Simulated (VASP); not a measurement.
A run of VASP 6.6.1 is set up as follows.

File POSCAR:

```
HfO2
1.0
    0.0000000000      2.5744375797      2.5744375797
    2.5744375797      0.0000000000      2.5744375797
    2.5744375797      2.5744375797      0.0000000000
Hf O
1 2
Direct
    0.0000000000      0.0000000000      0.0000000000
    0.7500000000      0.7500000000      0.7500000000
    0.2500000000      0.2500000000      0.2500000000
```

Contents of INCAR.step1:

```
SYSTEM = HfO2
ALGO = Normal
EDIFF = 1E-4
ENCUT = 520
GGA = PE
ISMEAR = -1
LASPH = .True.
LCHARG = .False.
LREAL = .False.
LWAVE = .True.
NBANDS = 18
NELM = 100
PREC = Accurate
SIGMA = 0.05
```

Contents of INCAR.step2:

```
SYSTEM = HfO2
ALGO = Normal
EDIFF = 1E-7
ENCUT = 520
ISIF = 2
ISMEAR = -1
ISTART = 1
LASPH = .True.
LCHARG = .True.
LELF = .True.
LMIXTAU = .True.
LREAL = .False.
LVHAR = .True.
LWAVE = .False.
METAGGA = R2SCAN
NBANDS = 18
NELM = 100
PREC = Accurate
SIGMA = 0.05
```

KPOINTS

```
k-points
0
Gamma
  9 9 9
  0 0 0
```

Potentials or basis: VASP PAW PBE potentials, release 64 (Hf_pv, O).

Command:

```sh
$ cat potpaw_PBE.64/Hf_pv/POTCAR potpaw_PBE.64/O/POTCAR > POTCAR
$ cp INCAR.step1 INCAR
$ mpirun -np 1 vasp_std > vasp.out
$ cp INCAR.step2 INCAR
$ mpirun -np 1 vasp_std > vasp.out
```

Task: Predict the band gap on the k mesh.

Result: 4.26 eV, indirect (least direct gap 4.36 eV).

Task: What does it give for the pressure?

Result: -16.3 GPa.

Caveat: the PAW data sets were made with another functional, which shifts forces and pressure a little; spin-orbit coupling is left out, which moves the levels of the heavy elements. r2SCAN opens gaps a little over a GGA but as a rule still falls short of measured ones.
